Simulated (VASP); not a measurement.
# FeNi3 (I4/mmm) in VASP: single point with PBE

Aim: the single point of FeNi3 with PBE.

Program: VASP 6.6.1. These are calculated values, not measurements. Logs are shortened: lines on timing, memory, paths and dates and some standing lists are left out, and cuts for length are marked.

### Step 1. The cell of the first run

Symmetry: I4/mmm, No. 139, tetragonal system. The conventional cell has a = 3.534 Å, b = 3.534 Å, c = 7.079 Å, α = 90.00°, β = 90.00°, γ = 90.00°. Fe (site symmetry 4/mmm) has 12 Ni at 2.50 Å within 3.3 Å. Ni (site symmetry 4/mmm) has 4 Fe at 2.50 Å and 8 Ni at 2.50 Å within 3.3 Å. Ni (site symmetry -4m2) has 8 Ni at 2.50 Å and 4 Fe at 2.50 Å within 3.3 Å.

### Step 2. Single point, PBE, collinear spin, ferromagnetic start

Input file INCAR:

```
SYSTEM = FeNi3
  ALGO = Normal
  EDIFF = 1E-6
  ENCUT = 520
  GGA = PE
  ISIF = 2
  ISMEAR = 0
  ISPIN = 2
  LASPH = .True.
  LCHARG = .True.
  LELF = .True.
  LMAXMIX = 4
  LORBIT = 11
  LREAL = .False.
  LVHAR = .True.
  LWAVE = .False.
  MAGMOM = 4 2 2 2
  NBANDS = 31
  NELM = 150
  PREC = Accurate
  SIGMA = 0.1
```

Input file KPOINTS:

```
k-points
0
Gamma
  8 8 8
  0 0 0
```

Input file POSCAR:

```
FeNi3
1.0
   -1.7669790000      1.7669790000      3.5395920000
    1.7669790000     -1.7669790000      3.5395920000
    1.7669790000      1.7669790000     -3.5395920000
Fe Ni
1 3
Direct
    0.0000000000      0.0000000000      0.0000000000
    0.5000000000      0.5000000000      0.0000000000
    0.7500000000      0.2500000000      0.5000000000
    0.2500000000      0.7500000000      0.5000000000
```

Potentials or basis: VASP PAW PBE potentials, release 64 (Fe, Ni).

Run with:

```sh
cat potpaw_PBE.64/Fe/POTCAR potpaw_PBE.64/Ni/POTCAR > POTCAR
mpirun -np 1 vasp_std > vasp.out
```

OUTCAR:

```text
SYSTEM = FeNi3
   EDIFF = 1E-6
   ENCUT = 520
   GGA = PE
   ISIF = 2
   ISMEAR = 0
   ISPIN = 2
   LASPH = .True.
   LORBIT = 11
   LREAL = .False.
   NELM = 150
   PREC = Accurate

 ion  position               nearest neighbor table
   1  0.000  0.000  0.000-   2 2.50   2 2.50   2 2.50   2 2.50   4 2.50   3 2.50   4 2.50   4 2.50
                             3 2.50   3 2.50   4 2.50   3 2.50
   2  0.500  0.500  0.000-   1 2.50   1 2.50   1 2.50   1 2.50   4 2.50   3 2.50   4 2.50   3 2.50
                             4 2.50   4 2.50   3 2.50   3 2.50
   3  0.750  0.250  0.500-   4 2.50   4 2.50   4 2.50   4 2.50   2 2.50   1 2.50   2 2.50   1 2.50
                             2 2.50   2 2.50   1 2.50   1 2.50
   4  0.250  0.750  0.500-   3 2.50   3 2.50   3 2.50   3 2.50   2 2.50   1 2.50   2 2.50   2 2.50
                             1 2.50   1 2.50   2 2.50   1 2.50

  LATTYP: Found a body centered tetragonal cell.
 ALAT       =     3.5339580000
 C/A-ratio  =     2.0031884929

  Lattice vectors:

 A1 = (  -1.7669790000,   1.7669790000,   3.5395920000)
 A2 = (   1.7669790000,  -1.7669790000,   3.5395920000)
 A3 = (   1.7669790000,   1.7669790000,  -3.5395920000)

Analysis of symmetry for initial positions (statically):
=====================================================================
 Subroutine PRICEL returns:
 Original cell was already a primitive cell.

 Routine SETGRP: Setting up the symmetry group for a
 body centered tetragonal supercell.

 Subroutine GETGRP returns: Found 16 space group operations
 (whereof 16 operations were pure point group operations)
 out of a pool of 16 trial point group operations.

The static configuration has the point symmetry D_4h.

Analysis of symmetry for dynamics (positions and initial velocities):
=====================================================================
 Subroutine PRICEL returns:
 Original cell was already a primitive cell.

 Routine SETGRP: Setting up the symmetry group for a
 body centered tetragonal supercell.

 Subroutine GETGRP returns: Found 16 space group operations
 (whereof 16 operations were pure point group operations)
 out of a pool of 16 trial point group operations.

The dynamic configuration has the point symmetry D_4h.

Analysis of structural, dynamic, and magnetic symmetry:
=====================================================================
 Subroutine PRICEL returns:
 Original cell was already a primitive cell.

 Routine SETGRP: Setting up the symmetry group for a
 body centered tetragonal supercell.

 Subroutine GETGRP returns: Found 16 space group operations
 (whereof 16 operations were pure point group operations)
 out of a pool of 16 trial point group operations.

The overall configuration has the point symmetry D_4h.

 Subroutine INISYM returns: Found 16 space group operations
 (whereof 16 operations are pure point group operations),
 and found     1 'primitive' translations

----------------------------------------------------------------------------------------

                                     Primitive cell

  volume of cell :      44.2055

  direct lattice vectors                    reciprocal lattice vectors
    -1.766979000  1.766979000  3.539592000     0.000000000  0.282968841  0.141259219
     1.766979000 -1.766979000  3.539592000     0.282968841  0.000000000  0.141259219
     1.766979000  1.766979000 -3.539592000     0.282968841  0.282968841  0.000000000

  length of vectors
     4.332798299  4.332798299  4.332798299     0.316268133  0.316268133  0.400178373

  position of ions in fractional coordinates (direct lattice)
     0.000000000  0.000000000  0.000000000
     0.500000000  0.500000000  0.000000000
     0.750000000  0.250000000  0.500000000
     0.250000000  0.750000000  0.500000000

  ion indices of the primitive-cell ions
   primitive index   ion index
                 1           1
                 2           2
                 3           3
                 4           4

----------------------------------------------------------------------------------------

 KPOINTS: k-points

Automatic generation of k-mesh.
 Grid dimensions read from file:
 generate k-points for:    8    8    8

 Generating k-lattice:

  Cartesian coordinates                     Fractional coordinates (reciprocal lattice)
     0.000000000  0.035371105  0.017657402     0.125000000  0.000000000  0.000000000
     0.035371105  0.000000000  0.017657402     0.000000000  0.125000000  0.000000000
     0.035371105  0.035371105  0.000000000     0.000000000  0.000000000  0.125000000

  Length of vectors
     0.039533517  0.039533517  0.050022297

  Shift w.r.t. Gamma in fractional coordinates (k-lattice)
     0.000000000  0.000000000  0.000000000

 Subroutine IBZKPT returns following result:
 ===========================================

 Found     59 irreducible k-points:

 Following reciprocal coordinates:
            Coordinates               Weight
  0.000000  0.000000  0.000000      1.000000
  0.125000  0.000000  0.000000      8.000000
  0.250000  0.000000  0.000000      8.000000
  0.375000  0.000000  0.000000      8.000000
  0.500000  0.000000  0.000000      4.000000
  0.125000  0.125000  0.000000      8.000000
[... 16 lines left out ...]
  0.250000  0.125000  0.125000     16.000000
  0.375000  0.125000  0.125000      8.000000
 [... further k-points ...]
   k-points           NKPTS =     59   k-points in BZ     NKDIM =     59   number of bands    NBANDS=     31
   number of dos      NEDOS =    301   number of ions     NIONS =      4
   total plane-waves  NPLWV =  32768
   dimension x,y,z NGX =    32 NGY =   32 NGZ =   32
   dimension x,y,z NGXF=    64 NGYF=   64 NGZF=   64
   ions per type =               1   3
   NGX,Y,Z   is equivalent  to a cutoff of  12.28, 12.28, 12.28 a.u.
   NGXF,Y,Z  is equivalent  to a cutoff of  24.56, 24.56, 24.56 a.u.
 SYSTEM =  FeNi3
   PREC   = accura    normal or accurate (medium, high low for compatibility)
   ISTART =      0    job   : 0-new  1-cont  2-samecut
   ICHARG =      2    charge: 1-file 2-atom 10-const
   ISPIN  =      2    spin polarized calculation?
   LNONCOLLINEAR =      F non collinear calculations
   LSORBIT =      F    spin-orbit coupling
   LASPH  =      T    aspherical Exc in radial PAW
   ENCUT  =  520.0 eV  38.22 Ry    6.18 a.u.   8.06  8.06  8.06*2*pi/ulx,y,z
   NELM   =    150;   NELMIN=  2; NELMDL= -5     # of ELM steps
   EDIFF  = 0.1E-05   stopping-criterion for ELM
   LREAL  =      F    real-space projection
   EDIFFG = 0.1E-04   stopping-criterion for IOM
   NSW    =      0    number of steps for IOM
   IBRION =     -1    ionic relax: 0-MD 1-quasi-New 2-CG
   NFREE  =      0    steps in history (QN), initial steepest desc. (CG)
   ISIF   =      2    stress and relaxation
   ISYM   =      2    0-nonsym 1-usesym 2-fastsym
   POTIM  = 0.5000    time-step for ionic-motion
   TEBEG  =    0.0;   TEEND  =   0.0 temperature during run
   PSTRESS=    0.0 pullay stress
   NELECT =      38.0000    total number of electrons
   NUPDOWN=      -1.0000    fix difference up-down
   EMIN   =  10.00;   EMAX   =-10.00  energy-range for DOS
   EFERMI =   0.00;   METHOD = LEGACY
   ISMEAR =     0;   SIGMA  =   0.10  broadening in eV -4-tet -1-fermi 0-gaus
   EFERMI_NEDOS =   21; number of points for ismear=-14 and -15
   IALGO  =     38    algorithm
   IMIX   =      4    mixing-type and parameters
     AMIX     =   0.40;   BMIX     =  1.00
     AMIX_MAG =   1.60;   BMIX_MAG =  1.00
  volume/ion in A,a.u.               =      11.05        74.58
  Fermi-wavevector in a.u.,A,eV,Ry     =   1.556601  2.941550 32.967017  2.423007
  Thomas-Fermi vector in A             =   2.660373
   LORBIT       =     11    0 simple, 1 ext, 2 COOP (PROOUT), +10 PAW based schemes
   GGA     = PE    functional components
   LHFCALC =     F    Hartree Fock is set to
   AEXX    =    0.0000 exact exchange contribution
   IVDW    =     0    specifies the selected vdW correction
   LEPSILON=     F    determine dielectric tensor
   LRPA    =     F    only Hartree local field effects (RPA)
 spin polarized calculation
 Gauss-broadening in eV      SIGMA  =   0.10
  energy-cutoff  :      520.00
  volume of cell :       44.21
 maximum number of plane-waves:      1213
   NGX = 17   NGY = 17   NGZ = 17

 number of electron      38.0000000 magnetization      10.0000000

 number of electron      37.9999974 magnetization       4.5983556

 Free energy of the ion-electron system (eV)
  ---------------------------------------------------
  ext. energy  EPLUGINS =         0.00000000
  ---------------------------------------------------
  free energy    TOTEN  =       -24.94793927 eV

  energy without entropy =      -24.92587781  energy(sigma->0) =      -24.93690854

 E-fermi :   8.5266     XC(G=0): -13.1878

 val. band max:        8.5171877443   @ k =  -0.3750  -0.3750   0.2500
 cond. band min:       8.5344780811   @ k =   0.5000   0.5000   0.1250
 fundamental gap:      0.0172903369
 Fermi energy:         8.5266454771

 spin component 1

 k-point     1 :       0.0000    0.0000    0.0000
  band No.  band energies     occupation
      1      -0.4434      1.00000
      2       3.5569      1.00000
      3       4.0783      1.00000
      4       4.1679      1.00000
      5       4.8101      1.00000
      6       5.1124      1.00000
[... 23 lines left out ...]
     30      19.2866      0.00000
     31      20.0382      0.00000

 k-point     2 :       0.1250    0.0000    0.0000
  band No.  band energies     occupation
      1      -0.1900      1.00000
      2       3.6665      1.00000
      3       4.1631      1.00000
      4       4.2200      1.00000
      5       4.8362      1.00000
      6       4.9375      1.00000
[... 23 lines left out ...]
     30      20.6995      0.00000
     31      21.6954      0.00000

 k-point     3 :       0.2500    0.0000    0.0000
  band No.  band energies     occupation
      1       0.5456      1.00000
      2       3.9632      1.00000
      3       4.3004      1.00000
      4       4.4078      1.00000
      5       4.7399      1.00000
      6       4.8674      1.00000
[... 703 lines left out ...]
     30      24.0295      0.00000
     31      25.7936      0.00000

 k-point    24 :       0.3750    0.1250    0.1250
  band No.  band energies     occupation
      1       3.2299      1.00000
      2       3.2919      1.00000
      3       4.3142      1.00000
      4       4.4602      1.00000
      5       4.8745      1.00000
      6       5.3955      1.00000
[... 23 lines left out ...]
     30      24.3119      0.00000
     31      25.1174      0.00000

 [... further k-points ...]

 spin component 2

 k-point     1 :       0.0000    0.0000    0.0000
  band No.  band energies     occupation
      1      -0.4082      1.00000
      2       4.3861      1.00000
      3       5.0775      1.00000
      4       5.1883      1.00000
      5       5.4226      1.00000
      6       6.0567      1.00000
[... 23 lines left out ...]
     30      19.3709      0.00000
     31      20.6849      0.00000

 k-point     2 :       0.1250    0.0000    0.0000
  band No.  band energies     occupation
      1      -0.1544      1.00000
      2       4.4979      1.00000
      3       5.1624      1.00000
      4       5.2260      1.00000
      5       5.4448      1.00000
      6       5.8340      1.00000
[... 23 lines left out ...]
     30      20.9411      0.00000
     31      22.1462      0.00000

 k-point     3 :       0.2500    0.0000    0.0000
  band No.  band energies     occupation
      1       0.5851      1.00000
      2       4.8050      1.00000
      3       5.1491      1.00000
      4       5.4077      1.00000
      5       5.5017      1.00000
      6       5.5893      1.00000
[... 703 lines left out ...]
     30      24.2577      0.00000
     31      26.0050      0.00000

 k-point    24 :       0.3750    0.1250    0.1250
  band No.  band energies     occupation
      1       3.4808      1.00000
      2       3.6380      1.00000
      3       5.1629      1.00000
      4       5.1840      1.00000
      5       5.8799      1.00000
      6       6.1302      1.00000
[... 23 lines left out ...]
     30      24.6244      0.00000
     31      25.2941      0.00000

 [... further k-points ...]

------------------------ aborting loop because EDIFF is reached ----------------------------------------

  FORCE on cell =-STRESS in cart. coord.  units (eV):
  Direction    XX          YY          ZZ          XY          YZ          ZX
  --------------------------------------------------------------------------------------
  -------------------------------------------------------------------------------------
  Total        0.2366975      0.2366975      0.2948599      0.0000000      0.0000000      0.0000000
  in kB        8.5788355      8.5788355     10.6868662      0.0000000      0.0000000      0.0000000
  external PRESSURE =       9.2815124 kB  Pullay stress =       0.0000000 kB

 VOLUME and BASIS-vectors are now :
 -----------------------------------------------------------------------------
  energy-cutoff  :      520.00
  volume of cell :       44.21
      direct lattice vectors                 reciprocal lattice vectors
    -1.766979000  1.766979000  3.539592000     0.000000000  0.282968841  0.141259219
     1.766979000 -1.766979000  3.539592000     0.282968841  0.000000000  0.141259219
     1.766979000  1.766979000 -3.539592000     0.282968841  0.282968841  0.000000000

 POSITION                                       TOTAL-FORCE (eV/Angst)
 -----------------------------------------------------------------------------------
      0.00000      0.00000      0.00000         0.000000     -0.000000     -0.000000
      0.00000      0.00000      3.53959         0.000000     -0.000000     -0.000000
      0.00000      1.76698      1.76980        -0.000000      0.000000     -0.000000
      1.76698      0.00000      1.76980        -0.000000     -0.000000      0.000000
 -----------------------------------------------------------------------------------
    total drift:                               -0.000000     -0.000000      0.000000

  FREE ENERGIE OF THE ION-ELECTRON SYSTEM (eV)
  ---------------------------------------------------
  free  energy   TOTEN  =       -24.9479392702 eV

  energy  without entropy=      -24.9258778098  energy(sigma->0) =      -24.93690854

 total charge

# of ion       s       p       d       tot
------------------------------------------
    1        0.472   0.507   6.135   7.114
    2        0.507   0.507   8.334   9.348
    3        0.506   0.517   8.323   9.346
    4        0.506   0.517   8.323   9.346
--------------------------------------------------
tot          1.992   2.048  31.114  35.154

 magnetization (x)

# of ion       s       p       d       tot
------------------------------------------
    1        0.011  -0.006   2.820   2.826
    2       -0.018  -0.032   0.636   0.586
    3       -0.017  -0.046   0.670   0.607
    4       -0.017  -0.046   0.670   0.607
--------------------------------------------------
tot         -0.041  -0.130   4.796   4.625
```

Wall time 5.1 min (1 thread of Intel Xeon Platinum 8259CL at 2.50GHz (Skylake/Cascade Lake), shared host); peak memory 0.28 GiB.

Results:

* Free energy: -24.9479 eV
* Pressure: 0.9 GPa
* Net moment: 4.60 μB per cell
* Site moments: Fe +2.83; Ni +0.59, +0.61 (each value once) μB
* Valence electrons inside the program's atomic spheres: Fe 7.11; Ni 9.35
